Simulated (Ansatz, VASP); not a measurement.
## ZrPb2O5: VASP beside Ansatz

```
Zr Pb O
1.0
     3.39906    0.00000    0.00000
     0.00000   12.97225    0.00000
     0.00000    0.00000    6.29526
Zr Pb O
2 4 10
Direct
  0.00000 0.50000 0.63244
  0.50000 0.00000 0.36756
  0.50000 0.32546 0.28334
  0.50000 0.67454 0.28334
  0.00000 0.17454 0.71666
  0.00000 0.82546 0.71666
  0.50000 0.44267 0.83590
  0.50000 0.55733 0.83590
  0.50000 0.50000 0.41508
  0.00000 0.65857 0.52321
  0.00000 0.34143 0.52321
  0.00000 0.05733 0.16410
  0.00000 0.94267 0.16410
  0.00000 0.00000 0.58492
  0.50000 0.15857 0.47679
  0.50000 0.84143 0.47679
```

Alike in both runs: functional PBE; k mesh 8 × 2 × 6; occupations gaussian, width 0.02 eV; no spin polarisation.

Ansatz relaxed the structure, and its values are those at the end. VASP's run is a single point on that final structure, the one shown.

|  | VASP | Ansatz |
| --- | --- | --- |
| version | VASP 6.6.1 | Ansatz 0.2.0 |
| potentials or method | VASP PAW PBE potentials, release 64 (Zr_sv, Pb_d, O), cutoff 520 eV | scalar-relativistic, plane waves, PAW |
| valence electrons in the cell | 140 | 140 |

|  | VASP | Ansatz | Ansatz less VASP |
| --- | --- | --- | --- |
| gap on the k mesh at the Fermi level (eV) | 2.36 | 2.36 | +0.001 |
| least direct gap on the mesh (eV) | 2.45 | 2.45 | +0.002 |
| pressure (GPa) | 0.2 | 0.0 | -0.22 |
| rms of the force components (eV/Å) | 0.069 | 0.001 | -0.0678 |

Neither program's run includes spin-orbit coupling.
